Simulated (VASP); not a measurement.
# MoS2 (P6_3/mmc) in VASP: further runs, part 2 of 2

VASP 6.6.1.

**3. Electric field gradients, LDA (17.55 Å³/atom)**

This run uses another cell than the first one, of 17.55 Å³/atom.

INCAR reads:

```
SYSTEM = MoS2
ALGO     = Normal         ! electronic algorithm
EDIFF    = 1E-8           ! SCF threshold, eV
ENCUT    = 520            ! plane-wave cutoff, eV
GGA      = CA             ! functional
ISIF     = 2              ! what is computed and relaxed
ISMEAR   = -1             ! smearing method
LASPH    = .True.         ! aspherical terms in the spheres
LCHARG   = .False.        ! write CHGCAR
LEFG     = .True.       
LREAL    = .False.        ! projectors in reciprocal space
LWAVE    = .False.        ! write WAVECAR
NBANDS   = 35             ! bands
NELM     = 100            ! most SCF steps
PREC     = Accurate       ! precision mode
SIGMA    = 0.03           ! smearing width, eV
```

KPOINTS reads:

```
k-points
0
Gamma
  10 10 3
  0 0 0
```

POSCAR reads:

```
MoS2
1.0
    3.1504296109      0.0000000000      0.0000000000
   -1.5752148055      2.7283520759      0.0000000000
    0.0000000000      0.0000000000     12.2538792915
Mo S
2 4
Direct
    0.3333333333      0.6666666667      0.2500000000
    0.6666666667      0.3333333333      0.7500000000
    0.3333333333      0.6666666667      0.6275000000
    0.6666666667      0.3333333333      0.1275000000
    0.3333333333      0.6666666667      0.8725000000
    0.6666666667      0.3333333333      0.3725000000
```

Potentials or basis: VASP PAW LDA potentials, release 64 (Mo_sv, S).

The run is started by

```
cat potpaw_LDA.64/Mo_sv/POTCAR potpaw_LDA.64/S/POTCAR > POTCAR
mpirun -np 1 vasp_std > vasp.out
```

OUTCAR:

```text
SYSTEM = MoS2
   EDIFF = 1E-8
   ENCUT = 520
   GGA = CA
   ISIF = 2
   ISMEAR = -1
   LASPH = .True.
   LREAL = .False.
   NELM = 100
   PREC = Accurate

 ion  position               nearest neighbor table
   1  0.333  0.667  0.250-   4 2.36   6 2.36   4 2.36   6 2.36   4 2.36   6 2.36
   2  0.667  0.333  0.750-   3 2.36   5 2.36   3 2.36   5 2.36   3 2.36   5 2.36
   3  0.333  0.667  0.627-   2 2.36   2 2.36   2 2.36
   4  0.667  0.333  0.127-   1 2.36   1 2.36   1 2.36
   5  0.333  0.667  0.873-   2 2.36   2 2.36   2 2.36
   6  0.667  0.333  0.373-   1 2.36   1 2.36   1 2.36

  LATTYP: Found a hexagonal cell.
 ALAT       =     3.1504296109
 C/A-ratio  =     3.8895899306

  Lattice vectors:

 A1 = (   3.1504296109,   0.0000000000,   0.0000000000)
 A2 = (  -1.5752148055,   2.7283520759,   0.0000000000)
 A3 = (   0.0000000000,   0.0000000000,  12.2538792915)

Analysis of symmetry for initial positions (statically):
=====================================================================
 Subroutine PRICEL returns:
 Original cell was already a primitive cell.
[... 1128 lines left out ...]
 -----------------------------------------------------------------------------------
    total drift:                               -0.000000      0.000000     -0.000000

  FREE ENERGIE OF THE ION-ELECTRON SYSTEM (eV)
  ---------------------------------------------------
  free  energy   TOTEN  =       -48.8558375758 eV

  energy  without entropy=      -48.8558375524  energy(sigma->0) =      -48.85583756

 Electric field gradients (V/A^2)
---------------------------------------------------------------------
 ion       V_xx      V_yy      V_zz      V_xy      V_xz      V_yz
---------------------------------------------------------------------
   1      48.961    48.960   -97.922    -0.001     0.000    -0.000
   2      48.961    48.960   -97.922    -0.001    -0.000     0.000
   3      31.823    31.824   -63.647     0.000     0.000    -0.000
   4      31.823    31.824   -63.647     0.000    -0.000     0.000
   5      31.823    31.824   -63.647     0.000    -0.000     0.000
   6      31.823    31.824   -63.647     0.000     0.000    -0.000
---------------------------------------------------------------------

 Electric field gradients after diagonalization (V/A^2)
 (convention: |V_zz| > |V_xx| > |V_yy|)
----------------------------------------------------------------------
 ion       V_xx      V_yy      V_zz     asymmetry (V_yy - V_xx)/ V_zz
----------------------------------------------------------------------
   1      48.962    48.960   -97.922       0.000
   2      48.962    48.960   -97.922       0.000
   3      31.824    31.823   -63.647       0.000
   4      31.824    31.823   -63.647       0.000
   5      31.824    31.823   -63.647       0.000
   6      31.824    31.823   -63.647       0.000
----------------------------------------------------------------------

           NMR quadrupolar parameters

 Cq : quadrupolar parameter    Cq=e*Q*V_zz/h
 eta: asymmetry parameters     (V_yy - V_xx)/ V_zz
 Q  : nuclear electric quadrupole moment in mb (millibarn)
----------------------------------------------------------------------
 ion       Cq(MHz)       eta       Q (mb)
----------------------------------------------------------------------
   1      -0.237       0.000       1.000
   2      -0.237       0.000       1.000
   3      -0.154       0.000       1.000
   4      -0.154       0.000       1.000
   5      -0.154       0.000       1.000
   6      -0.154       0.000       1.000
----------------------------------------------------------------------
```

Wall time 67 s (1 thread of Intel Xeon Platinum 8488C (Sapphire Rapids), shared host); peak memory 0.22 GiB.

Results:

- Free energy: -48.8558 eV
- Pressure: 2.8 GPa
- Largest force: 0.949 eV/Å
- Band gap on the k mesh: 0.84 eV (least direct gap 1.90 eV)
- Largest electric field gradient by atom: Mo -97.9; S -63.6 V/Å²

Forces on the atoms (eV/Å):
```
Mo   0.000  0.000  0.000
Mo   0.000  0.000  0.000
S    0.000  0.000 -0.949
S    0.000  0.000 -0.949
S    0.000  0.000  0.949
S    0.000  0.000  0.949
```

Electric field gradients, principal values (V/Å²):
| atom | least | middle | greatest (by size) |
| --- | --- | --- | --- |
| 1 Mo | 48.960 | 48.962 | -97.922 |
| 2 Mo | 48.960 | 48.962 | -97.922 |
| 3 S | 31.823 | 31.824 | -63.647 |
| 4 S | 31.823 | 31.824 | -63.647 |
| 5 S | 31.823 | 31.824 | -63.647 |
| 6 S | 31.823 | 31.824 | -63.647 |

Caveat: the stress differs along the axes, from 0 to 8 GPa; without QUAD_EFG the Cq values of the log hold for a quadrupole moment of 1 mb, not for the nuclei. A k mesh can miss the band edges.

**4. Electric field gradients, LDA (17.55 Å³/atom)**

This run uses another cell than the first one, of 17.55 Å³/atom.

INCAR reads:

```
ALGO = Normal
EDIFF = 1E-8
ENCUT = 520
GGA = CA
ISIF = 2
ISMEAR = -1
LASPH = True
LCHARG = False
LEFG = True
LREAL = False
LWAVE = False
NBANDS = 35
NELM = 100
PREC = Accurate
SIGMA = 0.03
```

KPOINTS reads:

```
k-points
0
Gamma
  10 10 3
```

POSCAR is that of step 3.

Potentials or basis: VASP PAW LDA potentials, release 64 (Mo_sv, S).

The run is started by

```
cat potpaw_LDA.64/Mo_sv/POTCAR potpaw_LDA.64/S/POTCAR > POTCAR
mpirun -np 1 vasp_std > vasp.out
```

OUTCAR:

```text
EDIFF = 1E-8
   ENCUT = 520
   GGA = CA
   ISIF = 2
   ISMEAR = -1
   LASPH = True
   LREAL = False
   NELM = 100
   PREC = Accurate

 ion  position               nearest neighbor table
   1  0.333  0.667  0.250-   4 2.36   6 2.36   4 2.36   6 2.36   4 2.36   6 2.36
   2  0.667  0.333  0.750-   3 2.36   5 2.36   3 2.36   5 2.36   3 2.36   5 2.36
   3  0.333  0.667  0.627-   2 2.36   2 2.36   2 2.36
   4  0.667  0.333  0.127-   1 2.36   1 2.36   1 2.36
   5  0.333  0.667  0.873-   2 2.36   2 2.36   2 2.36
   6  0.667  0.333  0.373-   1 2.36   1 2.36   1 2.36

  LATTYP: Found a hexagonal cell.
 ALAT       =     3.1504296109
 C/A-ratio  =     3.8895899306

  Lattice vectors:
[... 1152 lines left out ...]
   3      31.823    31.824   -63.647     0.000     0.000    -0.000
   4      31.823    31.824   -63.647     0.000    -0.000     0.000
   5      31.823    31.824   -63.647     0.000    -0.000     0.000
   6      31.823    31.824   -63.647     0.000     0.000    -0.000
---------------------------------------------------------------------

 Electric field gradients after diagonalization (V/A^2)
 (convention: |V_zz| > |V_xx| > |V_yy|)
----------------------------------------------------------------------
 ion       V_xx      V_yy      V_zz     asymmetry (V_yy - V_xx)/ V_zz
----------------------------------------------------------------------
   1      48.962    48.960   -97.922       0.000
   2      48.962    48.960   -97.922       0.000
   3      31.824    31.823   -63.647       0.000
   4      31.824    31.823   -63.647       0.000
   5      31.824    31.823   -63.647       0.000
   6      31.824    31.823   -63.647       0.000
----------------------------------------------------------------------

           NMR quadrupolar parameters

 Cq : quadrupolar parameter    Cq=e*Q*V_zz/h
 eta: asymmetry parameters     (V_yy - V_xx)/ V_zz
 Q  : nuclear electric quadrupole moment in mb (millibarn)
----------------------------------------------------------------------
 ion       Cq(MHz)       eta       Q (mb)
----------------------------------------------------------------------
   1      -0.237       0.000       1.000
   2      -0.237       0.000       1.000
   3      -0.154       0.000       1.000
   4      -0.154       0.000       1.000
   5      -0.154       0.000       1.000
   6      -0.154       0.000       1.000
----------------------------------------------------------------------
```

stdout:

```text
POSCAR found type information on POSCAR MoS
 POSCAR found :  2 types and       6 ions
 scaLAPACK will be used
 LDA part: xc-table for (Slater(with rela. corr.)+CA(PZ))
 , standard interpolation
 POSCAR, INCAR and KPOINTS ok, starting setup
 FFT: planning ... GRIDC
 FFT: planning ... GRID_SOFT
 FFT: planning ... GRID
 WAVECAR not read
 entering main loop
ion   1

ion   2

ion   3

ion   4

ion   5

ion   6
```

Wall time 61 s (1 thread of Intel Xeon Platinum 8488C (Sapphire Rapids), shared host); peak memory 0.23 GiB.

Results:

- Free energy: -48.8558 eV
- Pressure: 2.8 GPa
- Largest force: 0.949 eV/Å
- Band gap on the k mesh: 0.84 eV (least direct gap 1.90 eV)
- Largest electric field gradient by atom: Mo -97.9; S -63.6 V/Å²

Forces on the atoms (eV/Å):
```
Mo   0.000  0.000  0.000
Mo   0.000  0.000  0.000
S    0.000  0.000 -0.949
S    0.000  0.000 -0.949
S    0.000  0.000  0.949
S    0.000  0.000  0.949
```

Stress tensor (GPa, compression positive):
```
0.48 0.00 0.00
0.00 0.48 0.00
0.00 0.00 7.56
```

Levels at points of the mesh, in eV from the valence-band top:
| k point | band 24 | band 25 | band 26 | band 27 | band 28 | band 29 |
| --- | --- | --- | --- | --- | --- | --- |
| (0.00, 0.00, 0.00) | -1.31 | -1.22 | 0.00 | 1.98 | 1.98 | 1.99 |
| (0.50, 0.00, 0.00) | -1.89 | -1.63 | -1.49 | 1.38 | 1.43 | 1.88 |

Electric field gradients, principal values (V/Å²):
| atom | least | middle | greatest (by size) |
| --- | --- | --- | --- |
| 1 Mo | 48.960 | 48.962 | -97.922 |
| 2 Mo | 48.960 | 48.962 | -97.922 |
| 3 S | 31.823 | 31.824 | -63.647 |
| 4 S | 31.823 | 31.824 | -63.647 |
| 5 S | 31.823 | 31.824 | -63.647 |
| 6 S | 31.823 | 31.824 | -63.647 |

Caveat: the stress differs along the axes, from 0 to 8 GPa; without QUAD_EFG the Cq values of the log hold for a quadrupole moment of 1 mb, not for the nuclei.
